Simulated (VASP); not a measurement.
Runs of VASP 6.6.1 on CdTe. The structure is that of space group F-43m (No. 216), or close to it. The cells are those of the table. 

| task | level | potentials or basis | spin | cell | k mesh | cutoff (eV) | smearing | dipole correction | grid for exact exchange (PRECFOCK) | share of exact exchange | tolerance level | purpose | gap on the mesh (eV) | pressure (GPa) | moment (μB) |
| --- | --- | --- | --- | --- | --- | --- | --- | --- | --- | --- | --- | --- | --- | --- | --- |
| single point | B3LYP5 | VASP PAW PBE potentials, release 64 (Te, Cd) | off | a = 4.440 Å, angles 60.0°, 2 atoms | 4 × 4 × 4 | 520 | fermi-dirac 0.05 eV | no | Normal | 0.2 | - | - | 2.22 | 10.2 | - |
| band structure | LDA | VASP PAW LDA potentials, release 64 (Te, Cd) | non-collinear, zero start, SOC | a = 4.533 Å, angles 60.0°, 2 atoms | 6 × 6 × 6 | 280 | gaussian 0.03 eV | - | - | - | standard | bands | - | - | 0.00 |
| single point | PBE0 | VASP PAW PBE potentials, release 64 (Te, Cd) | off | a = 4.643 Å, angles 60.0°, 2 atoms | 4 × 4 × 4 | 520 | fermi-dirac 0.05 eV | no | Normal | 0.25 | - | - | 2.11 | -0.1 | - |
| single point | BLYP | VASP PAW PBE potentials, release 64 (Te, Cd) | off | a = 4.563 Å, angles 60.0°, 2 atoms | 7 × 7 × 7 | 520 | fermi-dirac 0.05 eV | no | - | - | - | - | (b) | 6.1 | - |
| single point | PBEsol | VASP PAW PBE potentials, release 64 (Te, Cd) | non-collinear, zero start, SOC | a = 4.563 Å, angles 60.0°, 2 atoms | 7 × 7 × 7 | 520 | fermi-dirac 0.05 eV | no | - | - | - | - | - | 0.9 | 0.00 |
| single point | PBE | VASP PAW PBE potentials, release 64 (Te, Cd) | off | a = 4.533 Å, angles 60.0°, 2 atoms | 4 × 4 × 4 | 520 | fermi-dirac 0.05 eV | no | - | - | - | - | 0.86 | 4.6 | - |
| single point | PBE0 | VASP PAW PBE potentials, release 64 (Te, Cd) | off | a = 4.533 Å, angles 60.0°, 2 atoms | 4 × 4 × 4 | 520 | fermi-dirac 0.05 eV | no | Normal | 0.25 | - | - | 2.36 | 3.4 | - |
| single point | HSE06 | VASP PAW PBE potentials, release 64 (Te, Cd) | off | a = 4.592 Å, angles 60.0°, 2 atoms | 4 × 4 × 4 | 520 | fermi-dirac 0.05 eV | no | Normal | 0.25 | - | - | 1.54 | (a) | - |

Problem. Estimate the missing entries.

Solution. (a) 1.5; (b) 0.76.

Caveats: some runs use coarse meshes; the PAW data sets were made with another functional, which shifts forces and pressure a little (at least some runs); spin-orbit coupling is left out, which moves the levels of the heavy elements (at least some runs); the cutoff is under 1.25 times the usual one of these potentials, so pressure, stress and relaxed cells hold a basis-set (Pulay) error (at least some runs); the cell stands under pressure (at least some runs).

A k mesh can miss the band edges, and rows without SOC leave out spin-orbit coupling on Cd, Te.
